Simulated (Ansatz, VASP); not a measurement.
**One calculation of SrAl3O2, two programs**

Contents of INCAR:

```
PREC = Accurate ; ENCUT = 600
EDIFF = 1E-7 ; ISMEAR = 0
SIGMA = 0.1 ; LREAL = False
LASPH = True ; NELM = 60
ALGO = Normal ; ISIF = 3
LWAVE = False ; LCHARG = False
GGA = PE ; IBRION = 2
NSW = 90 ; EDIFFG = -0.04
```

File KPOINTS:

```
Automatic mesh
0
Gamma
  3 3 6
```

File POSCAR:

```
SrAl3O2
1.0
    6.2104935163      0.0000000000      0.0000000000
   -3.1052467581      5.3784451551      0.0000000000
    0.0000000000      0.0000000000      3.1022398835
Sr Al O
1 3 2
Direct
    0.0000000000      0.0000000000      0.5000000000
    0.5000000000      0.0000000000      0.5000000000
    0.0000000000      0.5000000000      0.5000000000
    0.5000000000      0.5000000000      0.5000000000
    0.3333333333      0.6666666667      0.0000000000
    0.6666666667      0.3333333333      0.0000000000
```

Input for Ansatz:

```yaml
crystal:
  lattice:
    - [6.2104935163, 0.0, 0.0]
    - [-3.1052467581, 5.3784451551, 0.0]
    - [0.0, 0.0, 3.1022398835]
  atoms:
    - { symbol: Sr, position: [0.0, 0.0, 0.5] }
    - { symbol: Al, position: [0.5, 0.0, 0.5] }
    - { symbol: Al, position: [0.0, 0.5, 0.5] }
    - { symbol: Al, position: [0.5, 0.5, 0.5] }
    - { symbol: O, position: [0.3333333333, 0.6666666667, 0.0] }
    - { symbol: O, position: [0.6666666667, 0.3333333333, 0.0] }
basis:
  ecutwfc: 420
kpoints:
  mp_grid: { grid: [3, 3, 6] }
hamiltonian:
  xc: pbe
scf:
  occupations: { method: gaussian, width: 0.1 }
  lower_state_search: "off"
output:
  forces: true
  stress: true
  eigenvalues: true
relax:
  adjacent_minimum: "off"
  f_tol: 0.04
  max_steps: 70
  cell: { stress_tol: 0.4 }
```

Alike in both runs: task relaxation of cell and atoms; functional PBE; k mesh 3 × 3 × 6; occupations gaussian, width 0.1 eV; no spin polarisation.

|  | VASP | Ansatz |
| --- | --- | --- |
| version | VASP 6.6.1 | Ansatz 0.2.0 |
| potentials or method | VASP PAW PBE potentials, release 64 (Sr_sv, Al, O), cutoff 600 eV | scalar-relativistic, plane waves, PAW |
| valence electrons in the cell | 31 | 31 |

```tsv
	VASP	Ansatz	Ansatz less VASP
gap on the k mesh at the Fermi level, each at its own relaxed structure (eV)	none	none	-
relaxed volume (Å³/atom)	17.27	17.27	0.000
relaxed cell length with the largest relative difference (Å)	3.102	3.102	0.0000
```

A gap of «none» marks a metal or a gap that the smearing closes.

The k mesh is coarse, so the values compare programs but aren't converged. Noted on VASP's run: the relaxation stopped at its first step, so nothing moved.
